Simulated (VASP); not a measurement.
# Cd in VASP: a series of runs

Runs on Cd. Level: PBE. Tasks: single point.

All numbers are computed with VASP 6.6.1; they aren't measurements. Logs are shortened: lines on timing, memory, paths and dates and some standing lists are left out, and cuts for length are marked.

**1. The cell of the first run**

The structure is tetragonal, space group I4/mmm (No. 139). The conventional cell has a = 3.273 Å, b = 3.273 Å, c = 4.508 Å, α = 90.00°, β = 90.00°, γ = 90.00°. Cd (site symmetry 4/mmm) has 12 Cd at 3.23 to 3.27 Å within 4.2 Å.

**2. Single point, PBE (normal strain along x +0.0267, normal strain along y +0.0267)**

The input, INCAR:

```
PREC = Accurate
ENCUT = 520
EDIFF = 1E-6
ISMEAR = 0
SIGMA = 0.15
LREAL = F
LASPH = T
NELM = 60
ALGO = Normal
ISIF = 2
LWAVE = F
LCHARG = F
GGA = PE
NBANDS = 12
```

The input, KPOINTS:

```
regular mesh
0
Gamma
  18 18 18
```

The input, POSCAR:

```
Cd
1.0
    0.0000000000      2.3143393943      2.2541534960
    2.3143393943      0.0000000000      2.2541534960
    2.3143393943      2.3143393943      0.0000000000
Cd
1
Direct
    0.0000000000      0.0000000000      0.0000000000
```

Potentials or basis: VASP PAW PBE potentials, release 64 (Cd).

Launch:

```console
> cat potpaw_PBE.64/Cd/POTCAR > POTCAR
> mpirun -np 1 vasp_std > vasp.out
```

OUTCAR:

```text
PREC = Accurate
   ENCUT = 520
   EDIFF = 1E-6
   ISMEAR = 0
   LREAL = F
   LASPH = T
   NELM = 60
   ISIF = 2
   GGA = PE

 ion  position               nearest neighbor table
   1  0.000  0.000  0.000-

  LATTYP: Found a body centered tetragonal cell.
 ALAT       =     3.2729701594
 C/A-ratio  =     1.3774360206

  Lattice vectors:

 A1 = (   0.0000000000,  -2.3143393943,  -2.2541534960)
 A2 = (   0.0000000000,   2.3143393943,  -2.2541534960)
 A3 = (   2.3143393943,   0.0000000000,   2.2541534960)

Analysis of symmetry for initial positions (statically):
=====================================================================
 Subroutine PRICEL returns:
 Original cell was already a primitive cell.

 Routine SETGRP: Setting up the symmetry group for a
 body centered tetragonal supercell.

 Subroutine GETGRP returns: Found 16 space group operations
 (whereof 16 operations were pure point group operations)
 out of a pool of 16 trial point group operations.

The static configuration has the point symmetry D_4h.

Analysis of symmetry for dynamics (positions and initial velocities):
=====================================================================
 Subroutine PRICEL returns:
 Original cell was already a primitive cell.

 Routine SETGRP: Setting up the symmetry group for a
 body centered tetragonal supercell.

 Subroutine GETGRP returns: Found 16 space group operations
 (whereof 16 operations were pure point group operations)
 out of a pool of 16 trial point group operations.

The dynamic configuration has the point symmetry D_4h.

 Subroutine INISYM returns: Found 16 space group operations
 (whereof 16 operations are pure point group operations),
 and found     1 'primitive' translations

----------------------------------------------------------------------------------------

                                     Primitive cell

  volume of cell :      24.1472

  direct lattice vectors                    reciprocal lattice vectors
     0.000000000  2.314339394  2.254153496    -0.216044372  0.216044372  0.221812756
     2.314339394  0.000000000  2.254153496     0.216044372 -0.216044372  0.221812756
     2.314339394  2.314339394  0.000000000     0.216044372  0.216044372 -0.221812756

  length of vectors
     3.230692622  3.230692622  3.272970159     0.377559584  0.377559584  0.377559584

  position of ions in fractional coordinates (direct lattice)
     0.000000000  0.000000000  0.000000000

  ion indices of the primitive-cell ions
   primitive index   ion index
                 1           1

----------------------------------------------------------------------------------------

 KPOINTS: regular mesh

Automatic generation of k-mesh.
 Grid dimensions read from file:
 generate k-points for:   18   18   18

 Generating k-lattice:

  Cartesian coordinates                     Fractional coordinates (reciprocal lattice)
    -0.012002465  0.012002465  0.012322931     0.055555556  0.000000000  0.000000000
     0.012002465 -0.012002465  0.012322931     0.000000000  0.055555556  0.000000000
     0.012002465  0.012002465 -0.012322931    -0.000000000 -0.000000000  0.055555556

  Length of vectors
     0.020975532  0.020975532  0.020975532

  Shift w.r.t. Gamma in fractional coordinates (k-lattice)
     0.000000000  0.000000000  0.000000000

 Subroutine IBZKPT returns following result:
 ===========================================

 Found    480 irreducible k-points:

 Following reciprocal coordinates:
            Coordinates               Weight
  0.000000  0.000000  0.000000      1.000000
  0.055556  0.000000  0.000000      8.000000
  0.111111  0.000000  0.000000      8.000000
  0.166667  0.000000  0.000000      8.000000
  0.222222  0.000000  0.000000      8.000000
  0.277778  0.000000  0.000000      8.000000
[... 16 lines left out ...]
 -0.277778  0.055556  0.000000      8.000000
 -0.222222  0.055556  0.000000      8.000000
 [... further k-points ...]
   k-points           NKPTS =    480   k-points in BZ     NKDIM =    480   number of bands    NBANDS=     12
   number of dos      NEDOS =    301   number of ions     NIONS =      1
   total plane-waves  NPLWV =  13824
   dimension x,y,z NGX =    24 NGY =   24 NGZ =   24
   dimension x,y,z NGXF=    48 NGYF=   48 NGZF=   48
   ions per type =               1
   NGX,Y,Z   is equivalent  to a cutoff of  12.35, 12.35, 12.19 a.u.
   NGXF,Y,Z  is equivalent  to a cutoff of  24.70, 24.70, 24.38 a.u.
 SYSTEM =  unknown system
   PREC   = accura    normal or accurate (medium, high low for compatibility)
   ISTART =      0    job   : 0-new  1-cont  2-samecut
   ICHARG =      2    charge: 1-file 2-atom 10-const
   ISPIN  =      1    spin polarized calculation?
   LNONCOLLINEAR =      F non collinear calculations
   LSORBIT =      F    spin-orbit coupling
   LASPH  =      T    aspherical Exc in radial PAW
   ENCUT  =  520.0 eV  38.22 Ry    6.18 a.u.   6.01  6.01  6.09*2*pi/ulx,y,z
   NELM   =     60;   NELMIN=  2; NELMDL= -5     # of ELM steps
   EDIFF  = 0.1E-05   stopping-criterion for ELM
   LREAL  =      F    real-space projection
   EDIFFG = 0.1E-04   stopping-criterion for IOM
   NSW    =      0    number of steps for IOM
   IBRION =     -1    ionic relax: 0-MD 1-quasi-New 2-CG
   NFREE  =      0    steps in history (QN), initial steepest desc. (CG)
   ISIF   =      2    stress and relaxation
   ISYM   =      2    0-nonsym 1-usesym 2-fastsym
   POTIM  = 0.5000    time-step for ionic-motion
   TEBEG  =    0.0;   TEEND  =   0.0 temperature during run
   PSTRESS=    0.0 pullay stress
   NELECT =      12.0000    total number of electrons
   NUPDOWN=      -1.0000    fix difference up-down
   EMIN   =  10.00;   EMAX   =-10.00  energy-range for DOS
   EFERMI =   0.00;   METHOD = LEGACY
   ISMEAR =     0;   SIGMA  =   0.15  broadening in eV -4-tet -1-fermi 0-gaus
   EFERMI_NEDOS =   21; number of points for ismear=-14 and -15
   IALGO  =     38    algorithm
   IMIX   =      4    mixing-type and parameters
     AMIX     =   0.40;   BMIX     =  1.00
     AMIX_MAG =   1.60;   BMIX_MAG =  1.00
  volume/ion in A,a.u.               =      24.15       162.95
  Fermi-wavevector in a.u.,A,eV,Ry     =   1.296720  2.450445 22.877945  1.681482
  Thomas-Fermi vector in A             =   2.428158
   LORBIT       =      0    0 simple, 1 ext, 2 COOP (PROOUT), +10 PAW based schemes
   GGA     = PE    functional components
   LHFCALC =     F    Hartree Fock is set to
   AEXX    =    0.0000 exact exchange contribution
   IVDW    =     0    specifies the selected vdW correction
   LEPSILON=     F    determine dielectric tensor
   LRPA    =     F    only Hartree local field effects (RPA)
 non-spin polarized calculation
 Gauss-broadening in eV      SIGMA  =   0.15
  energy-cutoff  :      520.00
  volume of cell :       24.15
 maximum number of plane-waves:       668
   NGX = 13   NGY = 13   NGZ = 13

 number of electron      12.0000004 magnetization

 Free energy of the ion-electron system (eV)
  ---------------------------------------------------
  ext. energy  EPLUGINS =         0.00000000
  ---------------------------------------------------
  free energy    TOTEN  =        -0.73415762 eV

  energy without entropy =       -0.72964405  energy(sigma->0) =       -0.73190083

 E-fermi :   2.0979     XC(G=0): -10.4620

 val. band max:        2.0948561193   @ k =  -0.4444   0.4444   0.0000
 cond. band min:       2.1059555356   @ k =   0.5000   0.0556   0.1111
 fundamental gap:      0.0110994163
 Fermi energy:         2.0979477094

 k-point     1 :       0.0000    0.0000    0.0000
  band No.  band energies     occupation
      1      -6.7682      2.00000
      2      -6.7682      2.00000
      3      -6.6995      2.00000
      4      -6.4152      2.00000
      5      -6.3532      2.00000
      6      -5.9240      2.00000
      7      15.6812      0.00000
      8      16.0695      0.00000
      9      16.1166      0.00000
     10      16.1166      0.00000
     11      19.3101      0.00000
     12      19.3661      0.00000

 k-point     2 :       0.0556    0.0000    0.0000
  band No.  band energies     occupation
      1      -6.7683      2.00000
      2      -6.7573      2.00000
      3      -6.6945      2.00000
      4      -6.4168      2.00000
      5      -6.3565      2.00000
      6      -5.8502      2.00000
      7      14.8898      0.00000
      8      15.7779      0.00000
      9      15.9673      0.00000
     10      15.9694      0.00000
     11      19.5493      0.00000
     12      19.6033      0.00000

 k-point     3 :       0.1111    0.0000    0.0000
  band No.  band energies     occupation
      1      -6.7814      2.00000
      2      -6.7296      2.00000
      3      -6.6762      2.00000
      4      -6.4173      2.00000
      5      -6.3630      2.00000
      6      -5.6218      2.00000
      7      12.9600      0.00000
      8      15.6178      0.00000
      9      15.6363      0.00000
     10      15.7988      0.00000
     11      19.8826      0.00000
     12      20.1317      0.00000

 k-point     4 :       0.1667    0.0000    0.0000
  band No.  band energies     occupation
      1      -6.8203      2.00000
      2      -6.7007      2.00000
      3      -6.6495      2.00000
      4      -6.4037      2.00000
      5      -6.3616      2.00000
      6      -5.2298      2.00000
      7      10.9259      0.00000
      8      15.1932      0.00000
      9      15.2900      0.00000
     10      15.7547      0.00000
     11      19.5165      0.00000
     12      20.1840      0.00000

 k-point     5 :       0.2222    0.0000    0.0000
  band No.  band energies     occupation
      1      -6.8790      2.00000
      2      -6.6900      2.00000
      3      -6.6350      2.00000
      4      -6.3602      2.00000
      5      -6.3361      2.00000
      6      -4.6731      2.00000
      7       8.9304      0.00000
      8      14.7660      0.00000
      9      14.9374      0.00000
     10      15.6543      0.00000
     11      19.1454      0.00000
     12      19.3588      0.00000

 k-point     6 :       0.2778    0.0000    0.0000
  band No.  band energies     occupation
      1      -6.9459      2.00000
      2      -6.7018      2.00000
      3      -6.6431      2.00000
      4      -6.2885      2.00000
      5      -6.2822      2.00000
      6      -3.9552      2.00000
      7       7.0147      0.00000
      8      14.3692      0.00000
      9      14.6153      0.00000
     10      15.4875      0.00000
     11      18.6398      0.00000
     12      18.7989      0.00000

 k-point     7 :       0.3333    0.0000    0.0000
  band No.  band energies     occupation
      1      -7.0102      2.00000
      2      -6.7248      2.00000
      3      -6.6647      2.00000
      4      -6.2152      2.00000
      5      -6.2069      2.00000
      6      -3.0807      2.00000
      7       5.1991      0.00000
      8      14.0253      0.00000
      9      14.3401      0.00000
     10      15.2916      0.00000
     11      18.0786      0.00000
     12      18.4178      0.00000

 k-point     8 :       0.3889    0.0000    0.0000
  band No.  band energies     occupation
      1      -7.0629      2.00000
      2      -6.7480      2.00000
      3      -6.6877      2.00000
      4      -6.1537      2.00000
      5      -6.1342      2.00000
      6      -2.0555      2.00000
      7       3.4970      0.00000
      8      13.7562      0.00000
      9      14.1264      0.00000
     10      15.1162      0.00000
     11      17.6830      0.00000
     12      18.0577      0.00000
[... 166 lines left out ...]
 k-point    20 :      -0.4444    0.0556    0.0000
  band No.  band energies     occupation
      1      -7.0843      2.00000
      2      -6.7505      2.00000
      3      -6.7152      2.00000
      4      -6.1217      2.00000
      5      -6.0886      2.00000
      6      -0.4284      2.00000
      7       1.5296      2.00000
      8      13.2552      0.00000
      9      13.4350      0.00000
     10      14.4992      0.00000
     11      17.6336      0.00000
     12      18.1936      0.00000

 k-point    21 :      -0.3889    0.0556    0.0000
  band No.  band energies     occupation
      1      -7.0570      2.00000
      2      -6.7389      2.00000
      3      -6.7001      2.00000
      4      -6.1432      2.00000
      5      -6.1413      2.00000
      6      -1.6337      2.00000
      7       3.0584      0.00000
      8      13.1068      0.00000
      9      13.8518      0.00000
     10      14.7162      0.00000
     11      17.5792      0.00000
     12      18.1727      0.00000

 k-point    22 :      -0.3333    0.0556    0.0000
  band No.  band energies     occupation
      1      -7.0111      2.00000
      2      -6.7180      2.00000
      3      -6.6770      2.00000
      4      -6.2215      2.00000
      5      -6.1853      2.00000
      6      -2.7030      2.00000
      7       4.7212      0.00000
      8      13.0673      0.00000
      9      14.3832      0.00000
     10      15.0582      0.00000
     11      17.6667      0.00000
     12      18.1654      0.00000

 k-point    23 :      -0.2778    0.0556    0.0000
  band No.  band energies     occupation
      1      -6.9528      2.00000
      2      -6.6934      2.00000
      3      -6.6524      2.00000
      4      -6.3100      2.00000
      5      -6.2429      2.00000
      6      -3.6237      2.00000
      7       6.5010      0.00000
      8      13.1381      0.00000
      9      14.9815      0.00000
     10      15.4817      0.00000
     11      17.9228      0.00000
     12      18.1768      0.00000

 k-point    24 :      -0.2222    0.0556    0.0000
  band No.  band energies     occupation
      1      -6.8908      2.00000
      2      -6.6759      2.00000
      3      -6.6359      2.00000
      4      -6.3894      2.00000
      5      -6.2983      2.00000
      6      -4.3902      2.00000
      7       8.3853      0.00000
      8      13.3128      0.00000
      9      15.5728      0.00000
     10      15.9027      0.00000
     11      18.2577      0.00000
     12      18.3885      0.00000

 [... further k-points ...]
[... 5 lines left out ...]
  --------------------------------------------------------------------------------------
  -------------------------------------------------------------------------------------
  Total       -0.2977650     -0.2977650     -0.2118526      0.0000000      0.0000000     -0.0000000
  in kB      -19.7568013    -19.7568013    -14.0564887      0.0000000      0.0000000     -0.0000000
  external PRESSURE =     -17.8566971 kB  Pullay stress =       0.0000000 kB

 VOLUME and BASIS-vectors are now :
 -----------------------------------------------------------------------------
  energy-cutoff  :      520.00
  volume of cell :       24.15
      direct lattice vectors                 reciprocal lattice vectors
     0.000000000  2.314339394  2.254153496    -0.216044372  0.216044372  0.221812756
     2.314339394  0.000000000  2.254153496     0.216044372 -0.216044372  0.221812756
     2.314339394  2.314339394  0.000000000     0.216044372  0.216044372 -0.221812756

 POSITION                                       TOTAL-FORCE (eV/Angst)
 -----------------------------------------------------------------------------------
      0.00000      0.00000      0.00000         0.000000      0.000000     -0.000000
 -----------------------------------------------------------------------------------
    total drift:                                0.000000     -0.000000     -0.000000

  FREE ENERGIE OF THE ION-ELECTRON SYSTEM (eV)
  ---------------------------------------------------
  free  energy   TOTEN  =        -0.7341576226 eV

  energy  without entropy=       -0.7296440464  energy(sigma->0) =       -0.73190083
```

It took 51 s on 1 thread of AMD EPYC 9R45 (Zen 5), shared host; peak memory 0.21 GiB.

Results:

```
Free energy            : -0.7342 eV
Pressure               : -1.8 GPa
Band gap on the k mesh : zero (bands 6 and 7 overlap by 3.18 eV)
```

Stress tensor (GPa, compression positive):
```
-1.98  0.00  0.00
 0.00 -1.98  0.00
 0.00  0.00 -1.41
```

Caveat: the cell differs from its parent crystal (normal strain along x +0.0267, normal strain along y +0.0267).

(Continued in part 2 of 2.)

The gap in the log of VASP goes by the Fermi energy; the results here count the filled bands.